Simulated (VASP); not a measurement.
# InAs (Fm-3m) in VASP: notebook, part 2 of 2

VASP 6.6.1. Earlier steps stand in the parts before.

### 4 Single point, r2SCAN

This run uses another cell than the first one, of 24.77 Å³/atom.

Contents of POSCAR:

```
InAs
1.0
    0.0000000000      2.9151676052      2.9151676052
    2.9151676052      0.0000000000      2.9151676052
    2.9151676052      2.9151676052      0.0000000000
In As
1 1
Direct
    0.5000000000      0.5000000000      0.5000000000
    0.0000000000      0.0000000000      0.0000000000
```

Contents of INCAR.step1:

```
SYSTEM = InAs
PREC = Accurate ; ENCUT = 520
ISMEAR = -1 ; SIGMA = 0.05
LREAL = .False. ; LASPH = .True.
NELM = 100 ; NBANDS = 16
GGA = PE ; ALGO = Normal
EDIFF = 1E-4 ; LWAVE = .True.
LCHARG = .False.
```

Contents of INCAR.step2:

```
SYSTEM = InAs
PREC = Accurate ; ENCUT = 520
EDIFF = 1E-7 ; ISMEAR = -1
SIGMA = 0.05 ; LREAL = .False.
LASPH = .True. ; NELM = 100
ALGO = Normal ; ISIF = 2
LWAVE = .False. ; LCHARG = .False.
METAGGA = R2SCAN ; LMIXTAU = .True.
NBANDS = 16 ; ISTART = 1
```

Contents of KPOINTS:

```
regular mesh
0
Gamma
  8 8 8
  0 0 0
```

Potentials or basis: VASP PAW PBE potentials, release 64 (In_d, As).

Started as:

```console
$ cat potpaw_PBE.64/In_d/POTCAR potpaw_PBE.64/As/POTCAR > POTCAR
$ cp INCAR.step1 INCAR
$ mpirun -np 1 vasp_std > vasp.out
$ cp INCAR.step2 INCAR
$ mpirun -np 1 vasp_std > vasp.out
```

OUTCAR:

```text
SYSTEM = InAs
   PREC = Accurate
   ENCUT = 520
   EDIFF = 1E-7
   ISMEAR = -1
   LREAL = .False.
   LASPH = .True.
   NELM = 100
   ISIF = 2
   METAGGA = R2SCAN
   ISTART = 1

 ion  position               nearest neighbor table
   1  0.500  0.500  0.500-   2 2.92   2 2.92   2 2.92   2 2.92   2 2.92   2 2.92
   2  0.000  0.000  0.000-   1 2.92   1 2.92   1 2.92   1 2.92   1 2.92   1 2.92

  LATTYP: Found a face centered cubic cell.
 ALAT       =     5.8303352104

  Lattice vectors:

 A1 = (   0.0000000000,   2.9151676052,   2.9151676052)
 A2 = (   2.9151676052,   0.0000000000,   2.9151676052)
 A3 = (   2.9151676052,   2.9151676052,   0.0000000000)

Analysis of symmetry for initial positions (statically):
=====================================================================
 Subroutine PRICEL returns:
 Original cell was already a primitive cell.

 Routine SETGRP: Setting up the symmetry group for a
 face centered cubic supercell.

 Subroutine GETGRP returns: Found 48 space group operations
 (whereof 48 operations were pure point group operations)
 out of a pool of 48 trial point group operations.

The static configuration has the point symmetry O_h .

Analysis of symmetry for dynamics (positions and initial velocities):
=====================================================================
 Subroutine PRICEL returns:
 Original cell was already a primitive cell.

 Routine SETGRP: Setting up the symmetry group for a
 face centered cubic supercell.

 Subroutine GETGRP returns: Found 48 space group operations
 (whereof 48 operations were pure point group operations)
 out of a pool of 48 trial point group operations.

The dynamic configuration has the point symmetry O_h .

 Subroutine INISYM returns: Found 48 space group operations
 (whereof 48 operations are pure point group operations),
[... 110 lines left out ...]
   EFERMI =   0.00;   METHOD = LEGACY
   ISMEAR =    -1;   SIGMA  =   0.05  broadening in eV -4-tet -1-fermi 0-gaus
   EFERMI_NEDOS =   21; number of points for ismear=-14 and -15
   IALGO  =     38    algorithm
   IMIX   =      4    mixing-type and parameters
     AMIX     =   0.40;   BMIX     =  1.00
     AMIX_MAG =   1.60;   BMIX_MAG =  1.00
  volume/ion in A,a.u.               =      24.77       167.18
  Fermi-wavevector in a.u.,A,eV,Ry     =   1.168133  2.207451 18.565609  1.364534
  Thomas-Fermi vector in A             =   2.304623
   LORBIT       =      0    0 simple, 1 ext, 2 COOP (PROOUT), +10 PAW based schemes
   METAGGA = R2SCAN    functional components
   LHFCALC =     F    Hartree Fock is set to
   AEXX    =    0.0000 exact exchange contribution
   IVDW    =     0    specifies the selected vdW correction
   LEPSILON=     F    determine dielectric tensor
   LRPA    =     F    only Hartree local field effects (RPA)
 non-spin polarized calculation
  energy-cutoff  :      520.00
  volume of cell :       49.55
 maximum number of plane-waves:      1363
   NGX = 15   NGY = 15   NGZ = 15

 number of electron      17.9999999 magnetization

 Free energy of the ion-electron system (eV)
  ---------------------------------------------------
  ext. energy  EPLUGINS =         0.00000000
  ---------------------------------------------------
  free energy    TOTEN  =       -37.52237448 eV

  energy without entropy =      -37.50863348  energy(sigma->0) =      -37.51550398

 E-fermi :   5.3699     XC(G=0): -10.4808

 val. band max:        5.3497040591   @ k =  -0.3750   0.1250   0.0000
 cond. band min:       5.3818593585   @ k =   0.3750   0.0000   0.0000
 fundamental gap:      0.0321552993
 Fermi energy:         5.3698944204

 k-point     1 :       0.0000    0.0000    0.0000
  band No.  band energies     occupation
      1      -9.5215      2.00000
      2      -9.5215      2.00000
      3      -9.4925      2.00000
      4      -9.4925      2.00000
      5      -9.4925      2.00000
      6      -6.9746      2.00000
[... 433 lines left out ...]
      3      -9.4823      2.00000
      4      -9.4635      2.00000
      5      -9.4394      2.00000
      6      -4.9808      2.00000
[... 8 lines left out ...]
     15      15.4752      0.00000
     16      18.6267      0.00000

 [... further k-points ...]

------------------------ aborting loop because EDIFF is reached ----------------------------------------

  FORCE on cell =-STRESS in cart. coord.  units (eV):
  Direction    XX          YY          ZZ          XY          YZ          ZX
  --------------------------------------------------------------------------------------
  -------------------------------------------------------------------------------------
  Total       -1.3741268     -1.3741268     -1.3741268      0.0000000      0.0000000     -0.0000000
  in kB      -44.4341424    -44.4341424    -44.4341424      0.0000000      0.0000000     -0.0000000
  external PRESSURE =     -44.4341424 kB  Pullay stress =       0.0000000 kB

 VOLUME and BASIS-vectors are now :
 -----------------------------------------------------------------------------
  energy-cutoff  :      520.00
  volume of cell :       49.55
      direct lattice vectors                 reciprocal lattice vectors
     0.000000000  2.915167605  2.915167605    -0.171516725  0.171516725  0.171516725
     2.915167605  0.000000000  2.915167605     0.171516725 -0.171516725  0.171516725
     2.915167605  2.915167605  0.000000000     0.171516725  0.171516725 -0.171516725

 POSITION                                       TOTAL-FORCE (eV/Angst)
 -----------------------------------------------------------------------------------
      2.91517      2.91517      2.91517         0.000000      0.000000     -0.000000
      0.00000      0.00000      0.00000        -0.000000     -0.000000      0.000000
 -----------------------------------------------------------------------------------
    total drift:                               -0.000000     -0.000000      0.000000

  FREE ENERGIE OF THE ION-ELECTRON SYSTEM (eV)
  ---------------------------------------------------
  free  energy   TOTEN  =       -37.5223744761 eV

  energy  without entropy=      -37.5086334765  energy(sigma->0) =      -37.51550398
```

OUTCAR.step1:

```text
SYSTEM = InAs
   PREC = Accurate
   ENCUT = 520
   ISMEAR = -1
   LREAL = .False.
   LASPH = .True.
[... 676 lines left out ...]
      2.91517      2.91517      2.91517         0.000000      0.000000      0.000000
      0.00000      0.00000      0.00000         0.000000      0.000000     -0.000000
 -----------------------------------------------------------------------------------
    total drift:                               -0.000000     -0.000000      0.000000

  FREE ENERGIE OF THE ION-ELECTRON SYSTEM (eV)
  ---------------------------------------------------
  free  energy   TOTEN  =        -7.3064916254 eV

  energy  without entropy=       -7.2947498308  energy(sigma->0) =       -7.30062073
```

OSZICAR.step1:

```text
N       E                     dE             d eps       ncg     rms          rms(c)
DAV:   1     0.102886224603E+03    0.10289E+03   -0.88860E+03   952   0.130E+03
DAV:   2    -0.127574754712E+01   -0.10416E+03   -0.99798E+02   992   0.298E+02
DAV:   3    -0.734877707891E+01   -0.60730E+01   -0.60083E+01  1216   0.679E+01
DAV:   4    -0.747518641675E+01   -0.12641E+00   -0.12638E+00  1080   0.105E+01
DAV:   5    -0.748027928518E+01   -0.50929E-02   -0.50926E-02  1360   0.197E+00    0.344E+00
DAV:   6    -0.730834200189E+01    0.17194E+00   -0.31452E-01  1360   0.878E+00    0.177E+00
DAV:   7    -0.730599427078E+01    0.23477E-02   -0.35944E-02  1184   0.150E+00    0.663E-01
DAV:   8    -0.730631746381E+01   -0.32319E-03   -0.27708E-03  1120   0.555E-01    0.104E-01
DAV:   9    -0.730648651837E+01   -0.16905E-03   -0.27508E-04  1248   0.152E-01    0.701E-02
DAV:  10    -0.730649162545E+01   -0.51071E-05   -0.12352E-05   632   0.369E-02
   1 F= -.73064916E+01 E0= -.73006207E+01  d E =-.117418E-01
```

Wall time 1.7 min (1 thread of AMD EPYC 7R13 (Zen 3), shared host); peak memory 0.16 GiB.

Results:

| Property | Result |
| --- | --- |
| Free energy | -37.5224 eV |
| Pressure | -4.4 GPa |
| Band gap on the k mesh | zero (bands 9 and 10 overlap by 2.51 eV) |

Levels at points of the mesh, in eV from the Fermi level:
| k point | band 5 | band 6 | band 7 | band 8 | band 9 | band 10 | band 11 | band 12 | band 13 | band 14 |
| --- | --- | --- | --- | --- | --- | --- | --- | --- | --- | --- |
| (0.00, 0.00, 0.00) | -14.86 | -12.34 | -0.56 | -0.27 | -0.27 | -0.27 | 7.56 | 7.56 | 7.56 | 7.78 |
| (0.50, 0.00, 0.00) | -14.82 | -10.73 | -6.50 | 0.10 | 0.10 | 2.50 | 3.50 | 3.50 | 4.52 | 11.16 |
| (0.50, 0.50, 0.00) | -14.79 | -9.90 | -4.64 | -2.87 | -2.24 | -2.24 | 4.30 | 9.48 | 9.48 | 10.39 |

Caveat: the cell stands under tension; the PAW data sets were made with another functional, which shifts forces and pressure a little; spin-orbit coupling is left out, which moves the levels of the heavy elements.

### 5 Single point, r2SCAN

This run uses another cell than the first one, of 25.25 Å³/atom.

Contents of POSCAR:

```
InAs
1.0
    0.0000000000      2.9337360524      2.9337360524
    2.9337360524      0.0000000000      2.9337360524
    2.9337360524      2.9337360524      0.0000000000
In As
1 1
Direct
    0.5000000000      0.5000000000      0.5000000000
    0.0000000000      0.0000000000      0.0000000000
```

Contents of INCAR.step1:

```
PREC = Accurate ; ENCUT = 520
ISMEAR = -1 ; SIGMA = 0.05
LREAL = F ; LASPH = T
NELM = 100 ; NBANDS = 16
GGA = PE ; ALGO = Normal
EDIFF = 1E-4 ; LWAVE = T
LCHARG = F
```

Contents of INCAR.step2:

```
PREC = Accurate ; ENCUT = 520
EDIFF = 1E-7 ; ISMEAR = -1
SIGMA = 0.05 ; LREAL = F
LASPH = T ; NELM = 100
ALGO = Normal ; ISIF = 2
LWAVE = F ; LCHARG = T
METAGGA = R2SCAN ; LMIXTAU = T
LELF = T ; LVHAR = T
NBANDS = 16 ; ISTART = 1
```

Contents of KPOINTS:

```
regular mesh
0
Gamma
  8 8 8
```

Started as:

```console
$ cat potpaw_PBE.64/In_d/POTCAR potpaw_PBE.64/As/POTCAR > POTCAR
$ cp INCAR.step1 INCAR
$ mpirun -np 1 vasp_std > vasp.out
$ cp INCAR.step2 INCAR
$ mpirun -np 1 vasp_std > vasp.out
```

Wall time 1.7 min (1 thread of AMD EPYC 7R13 (Zen 3), shared host); peak memory 0.17 GiB.

The run converged. Its results:

* Free energy: -37.4936 eV
* Pressure: -5.3 GPa
* Band gap on the k mesh: zero (bands 9 and 10 overlap by 2.44 eV)

Levels at points of the mesh, in eV from the Fermi level:
```csv
k point,band 6,band 7,band 8,band 9,band 10,band 11,band 12,band 13
"(0.00, 0.00, 0.00)",-12.22,-0.68,-0.25,-0.25,-0.25,7.55,7.55,7.55
"(0.50, 0.00, 0.00)",-10.67,-6.40,0.10,0.10,2.48,3.50,3.50,4.39
"(0.50, 0.50, 0.00)",-9.88,-4.52,-2.88,-2.18,-2.18,4.34,9.33,9.33
```

Caveat: the cell stands under tension; the PAW data sets were made with another functional, which shifts forces and pressure a little; spin-orbit coupling is left out, which moves the levels of the heavy elements.

### 6 Summary

| cell | gap on the mesh (eV) | pressure (GPa) |
| --- | --- | --- |
| a = 4.069 Å, angles 60.0°, 2 atoms | none | -2.3 |
| a = 4.096 Å, angles 60.0°, 2 atoms | none | -3.4 |
| a = 4.123 Å, angles 60.0°, 2 atoms | none | -4.4 |
| a = 4.149 Å, angles 60.0°, 2 atoms | none | -5.3 |

Alike in all rows: task single point; level r2SCAN; potentials or basis VASP PAW PBE potentials, release 64 (In_d, As); no spin polarisation; k mesh 8 × 8 × 8; cutoff (eV) 520; smearing fermi-dirac 0.05 eV.

Caveats: the PAW data sets were made with another functional, which shifts forces and pressure a little; spin-orbit coupling is left out, which moves the levels of the heavy elements; the cell stands under tension (at least some runs).

Total energies depend on the potentials used, so only differences within one code and one set of settings carry meaning.
